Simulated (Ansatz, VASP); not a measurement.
One calculation of SbP, two programs

```
Sb P
1.0
     3.73341    0.00000    0.00000
    -1.86670    3.23322    0.00000
     0.00000    0.00000   26.83690
Sb P
1 1
Direct
  0.66667 0.33333 0.32472
  0.33333 0.66667 0.27147
```

Alike in both runs: functional PBE; k mesh 6 × 6 × 1; occupations gaussian, width 0.1 eV; no spin polarisation.

Ansatz relaxed the structure, and its values are those at the end. VASP's run is a single point on that final structure, the one shown.

|  | VASP | Ansatz |
| --- | --- | --- |
| version | VASP 6.6.1 | Ansatz 0.2.0 |
| potentials or method | VASP PAW PBE potentials, release 64 (Sb_d_GW, P), cutoff 400 eV | scalar-relativistic, plane waves, PAW |
| valence electrons in the cell | 20 | 20 |

```tsv
	VASP	Ansatz	Ansatz less VASP
gap on the k mesh at the Fermi level (eV)	1.76	1.75	-0.003
least direct gap on the mesh (eV)	2.20	2.18	-0.015
rms of the force components (eV/Å)	0.006	0.016	+0.0100
```

Ansatz's warnings: slab cell height set, structure snapped to symmetry.

Spin-orbit coupling is off throughout.
